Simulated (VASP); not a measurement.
Here is a VASP 6.6.1 calculation.

File INCAR:

```
  ALGO = Fast
  EDIFF = 1E-6
  EDIFFG = -0.01
  ENCUT = 600
  GGA = PE
  IBRION = 2
  ISIF = 3
  ISMEAR = 0
  LASPH = True
  LCHARG = False
  LREAL = False
  LWAVE = False
  NELM = 80
  NSW = 100
  PREC = Accurate
  SIGMA = 0.1
```

The input KPOINTS:

```
k-points
0
Gamma
  10 10 10
```

Contents of POSCAR:

```
KLi
1.0
    0.0000000000      4.3850180485      4.3850180485
    4.3850180485      0.0000000000      4.3850180485
    4.3850180485      4.3850180485      0.0000000000
K Li
2 2
Direct
    0.0000000000      0.0000000000      0.0000000000
    0.2500000000      0.2500000000      0.2500000000
    0.5000000000      0.5000000000      0.5000000000
    0.7500000000      0.7500000000      0.7500000000
```

Potentials or basis: VASP PAW PBE potentials, release 64 (K_sv, Li_sv).

Launch:

```console
$ cat potpaw_PBE.64/K_sv/POTCAR potpaw_PBE.64/Li_sv/POTCAR > POTCAR
$ mpirun -np 1 vasp_std > vasp.out
```

What does it give for the band gap on the k mesh?

Zero (bands 12 and 13 overlap by 2.09 eV).

Predict the relaxed cell.

a = 6.267 Å, b = 6.267 Å, c = 6.267 Å, α = 60.00°, β = 60.00°, γ = 60.00°.

Step by step:
| step | energy change (eV) | largest force (eV/Å) | pressure (GPa) | volume (Å³) |
| --- | --- | --- | --- | --- |
| 1 | 0.0000 | 0.0000 | 0.17 | 168.63 |
| 2 | -0.0012 | 0.0000 | 0.16 | 169.72 |
| 3 | -0.0033 | 0.0000 | 0.04 | 173.02 |
| 4 | -0.0034 | 0.0000 | 0.00 | 174.08 |

Caveat: the cutoff is under 1.25 times the usual one of these potentials, so pressure, stress and relaxed cells hold a basis-set (Pulay) error.
